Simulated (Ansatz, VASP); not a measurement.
## BaF2: VASP beside Ansatz

Contents of POSCAR:

```
BaF2
1.0
    0.0000000000      3.1000500000      3.1000500000
    3.1000500000      0.0000000000      3.1000500000
    3.1000500000      3.1000500000      0.0000000000
Ba F
1 2
Direct
    0.0000000000      0.0000000000      0.0000000000
    0.2500000000      0.2500000000      0.2500000000
    0.7500000000      0.7500000000      0.7500000000
```

File INCAR.step1:

```
SYSTEM = BaF2
  PREC = Accurate
  ENCUT = 660
  ISMEAR = -1
  SIGMA = 0.02
  LREAL = .False.
  LASPH = .True.
  NELM = 120
  GGA = PE
  ALGO = Normal
  EDIFF = 1E-5
  LWAVE = .True.
  LCHARG = .False.
  GGA_COMPAT = .False.
  IBRION = 2
  ISIF = 3
  EDIFFG = -0.005
  NELMIN = 4
  NSW = 100
```

File INCAR.step2:

```
SYSTEM = BaF2
  PREC = Accurate
  ENCUT = 660
  EDIFF = 1E-7
  ISMEAR = -1
  SIGMA = 0.02
  LREAL = .False.
  LASPH = .True.
  NELM = 120
  ALGO = Normal
  ISIF = 3
  LWAVE = .False.
  LCHARG = .False.
  METAGGA = R2SCAN
  LMIXTAU = .True.
  IBRION = 2
  NSW = 80
  EDIFFG = -0.01
  ISTART = 1
  GGA_COMPAT = .False.
  NELMIN = 4
```

File KPOINTS:

```
Automatic mesh
0
Gamma
  8 8 8
  0 0 0
```

Input for Ansatz:

```yaml
crystal:
  lattice:
    - [0.0, 3.10005, 3.10005]
    - [3.10005, 0.0, 3.10005]
    - [3.10005, 3.10005, 0.0]
  atoms:
    - { symbol: Ba, position: [0.0, 0.0, 0.0] }
    - { symbol: F, position: [0.25, 0.25, 0.25] }
    - { symbol: F, position: [0.75, 0.75, 0.75] }
  symmetry: { tolerance: 0.0003 }
hamiltonian:
  xc: r2scan
  pseudopotentials: { kind: paw, azcp: { folder: soft_1 } }
basis:
  ecutwfc: 500
magnetization:
  spin_polarized: false
scf:
  occupations: { method: fermi_dirac, width: 0.02 }
kpoints:
  mp_grid: { grid: [8, 8, 8], shift: [0, 0, 0] }
output:
  forces: true
  stress: true
  eigenvalues: true
relax:
  max_steps: 60
  cell: {}
```

Alike in both runs: task relaxation of cell and atoms; functional r2SCAN; k mesh 8 × 8 × 8; occupations fermi-dirac, width 0.02 eV; no spin polarisation.

```csv
,VASP,Ansatz
version,VASP 6.6.1,Ansatz 0.2.0
potentials or method,"VASP PAW PBE potentials, release 64 (Ba_sv, F), cutoff 660 eV",PAW plane waves
valence electrons in the cell,24,24
```

VASP gave:

```
gap on the k mesh at the Fermi level, each at its own relaxed structure (eV) : 7.28
relaxed volume (Å³/atom)                                                     : 20.09
relaxed cell length with the largest relative difference (Å)                 : 4.401
```

Which values does Ansatz return?

gap on the k mesh at the Fermi level, each at its own relaxed structure (eV): 7.41; relaxed volume (Å³/atom): 19.81; relaxed cell length with the largest relative difference (Å): 4.381.

VASP's potentials were made for PBE, not for r2SCAN.

Spin-orbit coupling is off throughout.
